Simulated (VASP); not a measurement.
Sc, 1 atom in the cell. The structure is tetragonal, space group I4/mmm (No. 139). Conventional cell: a = 3.211 Å, b = 3.211 Å, c = 4.030 Å, α = 90.00°, β = 90.00°, γ = 90.00°. Sc (site symmetry 4/mmm) has 12 Sc at 3.04 to 3.21 Å within 4.0 Å.  This cell differs from its parent crystal: strain -0.1125 x Voigt [1, 0, 0, 0, 0, 0].

| Item | Value |
| --- | --- |
| Program | VASP 6.6.1 |
| Task | single point |
| Functional | r2SCAN |
| Potentials or basis | VASP PAW PBE potentials, release 64 (Sc_sv) |
| Cutoff | 520 eV |
| k mesh | 18 × 18 × 18 |
| Occupations | gaussian, width 0.15 eV |
| Spin | no spin polarisation |
| Dipole correction | no |
| Further INCAR settings | ALGO = Normal; EDIFF = 1e-06; NBANDS = 12 |

Potentials or basis: VASP PAW PBE potentials, release 64 (Sc_sv).

Run with:

```console
$ cat potpaw_PBE.64/Sc_sv/POTCAR > POTCAR
$ cp INCAR.step1 INCAR
$ mpirun -np 1 vasp_std > vasp.out
$ cp INCAR.step2 INCAR
$ mpirun -np 1 vasp_std > vasp.out
```

Hardware: 1 thread of Intel Xeon 6975P-C (shared host).

Problem. Estimate the wall time of this run.

Solution. It took 3.2 min on 1 thread of Intel Xeon 6975P-C (shared host), peak memory 0.24 GiB. Counts: k points 480.
